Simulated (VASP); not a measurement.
# CO2 (P4_2/mnm) in VASP: relaxation of cell and atoms with BLYP+D3(BJ)

Aim: the relaxation of cell and atoms of CO2 with BLYP+D3(BJ).

Everything below comes from runs of VASP 6.6.1. Logs are shortened: lines on timing, memory, paths and dates and some standing lists are left out, and cuts for length are marked.

## Step 1: The cell of the first run

Symmetry: P4_2/mnm, No. 136, tetragonal system. The conventional cell has a = 3.516 Å, b = 3.516 Å, c = 4.104 Å, α = 90.00°, β = 90.00°, γ = 90.00°. C (site symmetry mmm) has 2 O at 1.14 Å within 1.5 Å. Within 1.5 Å of O (site symmetry m2m) lie 1 C at 1.14 Å.

## Step 2: Relaxation of cell and atoms, BLYP+D3(BJ)

The input, INCAR:

```
PREC = Accurate ; ENCUT = 1340
EDIFF = 1E-7 ; ISMEAR = 0
SIGMA = 0.01 ; LREAL = False
LASPH = True ; NELM = 120
ALGO = Normal ; ISIF = 3
LWAVE = False ; LCHARG = False
GGA = B5 ; ALDAX = 1.0
AGGAX = 1.0 ; AGGAC = 1.0
ALDAC = 0.0 ; IVDW = 12
VDW_S6 = 1.0 ; VDW_S8 = 2.6996
VDW_A1 = 0.4298 ; VDW_A2 = 4.2359
IBRION = 2 ; NSW = 80
EDIFFG = -0.03 ; GGA_COMPAT = False
NELMIN = 4
```

The input, KPOINTS:

```
Automatic mesh
0
Gamma
  5 5 5
```

The input, POSCAR:

```
CO2
1.0
    3.5161000000      0.0000000000      0.0000000000
    0.0000000000      3.5161000000      0.0000000000
    0.0000000000      0.0000000000      4.1043000000
C O
2 4
Direct
    0.0000000000      0.0000000000      0.0000000000
    0.5000000000      0.5000000000      0.5000000000
    0.2300000000      0.2300000000      0.0000000000
    0.2700000000      0.7300000000      0.5000000000
    0.7700000000      0.7700000000      0.0000000000
    0.7300000000      0.2700000000      0.5000000000
```

Potentials or basis: VASP PAW PBE potentials, release 64 (C_h, O_h).

Launch:

```sh
> cat potpaw_PBE.64/C_h/POTCAR potpaw_PBE.64/O_h/POTCAR > POTCAR
> mpirun -np 1 vasp_std > vasp.out
```

OUTCAR:

```text
PREC = Accurate
   ENCUT = 1340
   EDIFF = 1E-7
   ISMEAR = 0
   LREAL = False
   LASPH = True
   NELM = 120
   ISIF = 3
   GGA = B5
   IVDW = 12
   IBRION = 2
   NSW = 80
   EDIFFG = -0.03
   NELMIN = 4
 IVDW          = 12

 ion  position               nearest neighbor table
   1  0.000  0.000  0.000-   3 1.14   5 1.14
   2  0.500  0.500  0.500-   4 1.14   6 1.14
   3  0.230  0.230  0.000-   1 1.14
   4  0.270  0.730  0.500-   2 1.14
   5  0.770  0.770  0.000-   1 1.14
   6  0.730  0.270  0.500-   2 1.14

  LATTYP: Found a simple tetragonal cell.
 ALAT       =     3.5161000000
 C/A-ratio  =     1.1672876198

  Lattice vectors:

 A1 = (   3.5161000000,   0.0000000000,   0.0000000000)
 A2 = (   0.0000000000,   3.5161000000,   0.0000000000)
 A3 = (   0.0000000000,   0.0000000000,   4.1043000000)

Analysis of symmetry for initial positions (statically):
=====================================================================
 Subroutine PRICEL returns:
 Original cell was already a primitive cell.

 Routine SETGRP: Setting up the symmetry group for a
 simple tetragonal supercell.

 Subroutine GETGRP returns: Found 16 space group operations
 (whereof  8 operations were pure point group operations)
 out of a pool of 16 trial point group operations.

The static configuration has the point symmetry D_2h.
 The point group associated with its full space group is D_4h.

Analysis of symmetry for dynamics (positions and initial velocities):
=====================================================================
 Subroutine PRICEL returns:
 Original cell was already a primitive cell.

 Routine SETGRP: Setting up the symmetry group for a
 simple tetragonal supercell.

 Subroutine GETGRP returns: Found 16 space group operations
 (whereof  8 operations were pure point group operations)
 out of a pool of 16 trial point group operations.

The dynamic configuration has the point symmetry D_2h.
 The point group associated with its full space group is D_4h.

 Subroutine INISYM returns: Found 16 space group operations
 (whereof  8 operations are pure point group operations),
 and found     1 'primitive' translations

----------------------------------------------------------------------------------------

                                     Primitive cell

  volume of cell :      50.7413

  direct lattice vectors                    reciprocal lattice vectors
     3.516100000  0.000000000  0.000000000     0.284406018  0.000000000  0.000000000
     0.000000000  3.516100000  0.000000000     0.000000000  0.284406018  0.000000000
     0.000000000  0.000000000  4.104300000     0.000000000  0.000000000  0.243646907

  length of vectors
     3.516100000  3.516100000  4.104300000     0.284406018  0.284406018  0.243646907

  position of ions in fractional coordinates (direct lattice)
     0.000000000  0.000000000  0.000000000
     0.500000000  0.500000000  0.500000000
     0.230000000  0.230000000  0.000000000
     0.270000000  0.730000000  0.500000000
     0.770000000  0.770000000  0.000000000
     0.730000000  0.270000000  0.500000000

  ion indices of the primitive-cell ions
   primitive index   ion index
                 1           1
                 2           2
                 3           3
                 4           4
                 5           5
                 6           6

----------------------------------------------------------------------------------------

 KPOINTS: Automatic mesh

Automatic generation of k-mesh.
 Grid dimensions read from file:
 generate k-points for:    5    5    5

 Generating k-lattice:

  Cartesian coordinates                     Fractional coordinates (reciprocal lattice)
     0.056881204  0.000000000  0.000000000     0.200000000  0.000000000  0.000000000
     0.000000000  0.056881204  0.000000000     0.000000000  0.200000000  0.000000000
     0.000000000  0.000000000  0.048729381     0.000000000  0.000000000  0.200000000

  Length of vectors
     0.056881204  0.056881204  0.048729381

  Shift w.r.t. Gamma in fractional coordinates (k-lattice)
     0.000000000  0.000000000  0.000000000

 Subroutine IBZKPT returns following result:
 ===========================================

 Found     18 irreducible k-points:

 Following reciprocal coordinates:
            Coordinates               Weight
  0.000000  0.000000  0.000000      1.000000
  0.200000  0.000000  0.000000      4.000000
  0.400000  0.000000  0.000000      4.000000
  0.200000  0.200000  0.000000      4.000000
  0.400000  0.200000  0.000000      8.000000
  0.400000  0.400000  0.000000      4.000000
[... 10 lines left out ...]
  0.400000  0.200000  0.400000     16.000000
  0.400000  0.400000  0.400000      8.000000
   k-points           NKPTS =     18   k-points in BZ     NKDIM =     18   number of bands    NBANDS=     20
   number of dos      NEDOS =    301   number of ions     NIONS =      6
   total plane-waves  NPLWV =  88200
   dimension x,y,z NGX =    42 NGY =   42 NGZ =   50
   dimension x,y,z NGXF=    84 NGYF=   84 NGZF=  100
   ions per type =               2   4
   NGX,Y,Z   is equivalent  to a cutoff of  19.86, 19.86, 20.25 a.u.
   NGXF,Y,Z  is equivalent  to a cutoff of  39.72, 39.72, 40.51 a.u.
 SYSTEM =  unknown system
   PREC   = accura    normal or accurate (medium, high low for compatibility)
   ISTART =      0    job   : 0-new  1-cont  2-samecut
   ICHARG =      2    charge: 1-file 2-atom 10-const
   ISPIN  =      1    spin polarized calculation?
   LNONCOLLINEAR =      F non collinear calculations
   LSORBIT =      F    spin-orbit coupling
   LASPH  =      T    aspherical Exc in radial PAW
   ENCUT  = 1340.0 eV  98.49 Ry    9.92 a.u.  10.49 10.49 12.25*2*pi/ulx,y,z
   NELM   =    120;   NELMIN=  4; NELMDL= -5     # of ELM steps
   EDIFF  = 0.1E-06   stopping-criterion for ELM
   LREAL  =      F    real-space projection
   EDIFFG = -.3E-01   stopping-criterion for IOM
   NSW    =     80    number of steps for IOM
   IBRION =      2    ionic relax: 0-MD 1-quasi-New 2-CG
   NFREE  =      1    steps in history (QN), initial steepest desc. (CG)
   ISIF   =      3    stress and relaxation
   ISYM   =      2    0-nonsym 1-usesym 2-fastsym
   POTIM  = 0.5000    time-step for ionic-motion
   TEBEG  =    0.0;   TEEND  =   0.0 temperature during run
   PSTRESS=    0.0 pullay stress
   NELECT =      32.0000    total number of electrons
   NUPDOWN=      -1.0000    fix difference up-down
   EMIN   =  10.00;   EMAX   =-10.00  energy-range for DOS
   EFERMI =   0.00;   METHOD = LEGACY
   ISMEAR =     0;   SIGMA  =   0.01  broadening in eV -4-tet -1-fermi 0-gaus
   EFERMI_NEDOS =   21; number of points for ismear=-14 and -15
   IALGO  =     38    algorithm
   IMIX   =      4    mixing-type and parameters
     AMIX     =   0.40;   BMIX     =  1.00
     AMIX_MAG =   1.60;   BMIX_MAG =  1.00
  volume/ion in A,a.u.               =       8.46        57.07
  Fermi-wavevector in a.u.,A,eV,Ry     =   1.403905  2.652995 26.816383  1.970949
  Thomas-Fermi vector in A             =   2.526520
   LORBIT       =      0    0 simple, 1 ext, 2 COOP (PROOUT), +10 PAW based schemes
   GGA     = B5    functional components
   LHFCALC =     F    Hartree Fock is set to
   AEXX    =    0.0000 exact exchange contribution
   IVDW    =    12    specifies the selected vdW correction
   LEPSILON=     F    determine dielectric tensor
   LRPA    =     F    only Hartree local field effects (RPA)
 conjugate gradient relaxation of ions
 non-spin polarized calculation
 Gauss-broadening in eV      SIGMA  =   0.01
  energy-cutoff  :     1340.00
  volume of cell :       50.74
 maximum number of plane-waves:      5677
 NGX is ok and might be reduce to    42
   NGX = 21   NGY = 21   NGZ = 25

--------------------------------------- Ionic step        1  -------------------------------------------

 number of electron      32.0000002 magnetization

 Free energy of the ion-electron system (eV)
  ---------------------------------------------------
  ext. energy  EPLUGINS =         0.00000000
  ---------------------------------------------------
  free energy    TOTEN  =       -42.15017693 eV

  energy without entropy =      -42.15017693  energy(sigma->0) =      -42.15017693

------------------------ aborting loop because EDIFF is reached ----------------------------------------

 Edisp (eV)   -1.44344

 E8    (eV) :    -0.8168
[... 35 lines left out ...]
--------------------------------------- Ionic step        2  -------------------------------------------

 number of electron      32.0000000 magnetization

 E-fermi :   0.3753     XC(G=0):  -9.4622

 val. band max:        0.3217555510   @ k =   0.4000   0.4000   0.0000
 cond. band min:       3.9407303555   @ k =   0.0000   0.0000   0.0000
 fundamental gap:      3.6189748045
 Fermi energy:         0.3752833576

 k-point     1 :       0.0000    0.0000    0.0000
  band No.  band energies     occupation
      1     -19.6383      2.00000
      2     -18.5835      2.00000
      3     -17.8530      2.00000
      4     -17.8530      2.00000
      5      -7.4267      2.00000
      6      -5.8446      2.00000
[... 446 lines left out ...]
--------------------------------------- Ionic step        3  -------------------------------------------

 number of electron      32.0000002 magnetization

 E-fermi :   2.0527     XC(G=0): -10.2423

 val. band max:        1.9359916092   @ k =   0.4000   0.4000   0.0000
 cond. band min:       7.2419089445   @ k =   0.0000   0.0000   0.0000
 fundamental gap:      5.3059173353
 Fermi energy:         2.0526630184

 k-point     1 :       0.0000    0.0000    0.0000
  band No.  band energies     occupation
      1     -19.9948      2.00000
      2     -18.7278      2.00000
      3     -17.9035      2.00000
      4     -17.9035      2.00000
      5      -5.5111      2.00000
      6      -4.8757      2.00000
[... 440 lines left out ...]
  FREE ENERGIE OF THE ION-ELECTRON SYSTEM (eV)
  ---------------------------------------------------
  free  energy   TOTEN  =       -43.8763529090 eV

  energy  without entropy=      -43.8763529090  energy(sigma->0) =      -43.87635291

[... ionic steps 4 to 14 ...]

--------------------------------------- Ionic step       15  -------------------------------------------

 number of electron      31.9999990 magnetization

------------------------ aborting loop because EDIFF is reached ----------------------------------------
[... 83 lines left out ...]
--------------------------------------- Ionic step       17  -------------------------------------------

 number of electron      31.9999990 magnetization

 Free energy of the ion-electron system (eV)
  ---------------------------------------------------
  ext. energy  EPLUGINS =         0.00000000
  ---------------------------------------------------
  free energy    TOTEN  =       -44.51320540 eV

  energy without entropy =      -44.51320540  energy(sigma->0) =      -44.51320540

 E-fermi :  -2.5472     XC(G=0):  -7.8366

 val. band max:       -2.6450623212   @ k =   0.4000   0.4000   0.0000
 cond. band min:       3.8747499014   @ k =   0.0000   0.0000   0.0000
 fundamental gap:      6.5198122226
 Fermi energy:        -2.5471867089

 k-point     1 :       0.0000    0.0000    0.0000
  band No.  band energies     occupation
      1     -23.2245      2.00000
      2     -22.9638      2.00000
      3     -22.0518      2.00000
      4     -22.0518      2.00000
      5      -8.1938      2.00000
      6      -7.8885      2.00000
[... 440 lines left out ...]
  FREE ENERGIE OF THE ION-ELECTRON SYSTEM (eV)
  ---------------------------------------------------
  free  energy   TOTEN  =       -45.2913903762 eV

  energy  without entropy=      -45.2913903762  energy(sigma->0) =      -45.29139038

 reached required accuracy - stopping structural energy minimisation
```

Run time: 17 min. Hardware: 1 thread of Intel Xeon Platinum 8259CL at 2.50GHz (Skylake/Cascade Lake), shared host; peak memory 0.33 GiB.

Results:

| Item | Value |
| --- | --- |
| Free energy | -45.2914 eV |
| Relaxed volume | 14.44 Å³/atom |
| Relaxed cell | a = 4.230 Å, b = 4.230 Å, c = 4.841 Å, α = 90.00°, β = 90.00°, γ = 90.00° |
| Space group after relaxing (to 0.1 Å) | P4_2/mnm (No. 136) |
| Energy gained by relaxing | 283.0 meV/atom |
| Ionic steps | 17 |
| Pressure after relaxing | -0.1 GPa |
| Largest force after relaxing | 0.004 eV/Å |
| Band gap on the k mesh | 6.52 eV (least direct gap 6.93 eV) |
| Dispersion energy per atom | -0.130 eV |

Forces in eV/Å, atoms in the order of the input:
```
C    0.000  0.000  0.000
C    0.000  0.000  0.000
O   -0.003 -0.003  0.000
O    0.003 -0.003  0.000
O    0.003  0.003  0.000
O   -0.003  0.003  0.000
```

Step by step:
```
step  energy change (eV)  largest force (eV/Å)  pressure (GPa)  volume (Å³)
   1              0.0000                1.5929           34.00        50.74
   2              2.9162                9.9301          -33.42        65.08
   3             -0.2827                3.0336            7.46        53.69
   4             -1.2615                2.4170           -2.40        65.74
   5             -1.5094                2.0585           -4.07        73.68
   6             -1.6459                1.0174           -3.63        91.43
   7             -1.6510                1.2933           -3.67        85.30
   8             -0.2442               10.1700           30.85        78.41
   9             -1.6834                0.1724           -0.28        84.28
  10             -1.6837                0.0731            0.03        84.20
  11             -1.6837                0.0441            0.11        84.18
  12             -1.6849                0.0392            0.11        84.29
  13             -1.6882                0.0219            0.11        84.62
  14             -1.6932                0.0202            0.14        85.27
  15             -1.6974                0.1343            0.28        86.51
  16             -1.6975                0.1264           -0.49        86.73
  17             -1.6978                0.0042           -0.13        86.63
```

Final structure:
```cif
data_structure
_symmetry_space_group_name_H-M 'P 1'
_symmetry_Int_Tables_number 1
_cell_length_a 4.2304
_cell_length_b 4.2304
_cell_length_c 4.8407
_cell_angle_alpha 90.000
_cell_angle_beta 90.000
_cell_angle_gamma 90.000
_cell_volume 86.63
loop_
_atom_site_label
_atom_site_type_symbol
_atom_site_fract_x
_atom_site_fract_y
_atom_site_fract_z
_atom_site_occupancy
C1 C 0.00000 0.00000 0.00000 1
C2 C 0.50000 0.50000 0.50000 1
O1 O 0.19552 0.19552 0.00000 1
O2 O 0.30448 0.69552 0.50000 1
O3 O 0.80448 0.80448 0.00000 1
O4 O 0.69552 0.30448 0.50000 1
```

Levels at points of the mesh, in eV from the valence-band top:
| k point | band 13 | band 14 | band 15 | band 16 | band 17 | band 18 | band 19 | band 20 |
| --- | --- | --- | --- | --- | --- | --- | --- | --- |
| (0.00, 0.00, 0.00) | -1.29 | -0.55 | -0.41 | -0.41 | 6.52 | 7.48 | 7.89 | 7.89 |

Caveat: the volume moved by over 15 % at a fixed basis, so the end points are rough; the PAW data sets were made with another functional, which shifts forces and pressure a little. Zero-point motion and thermal expansion aren't in these numbers.
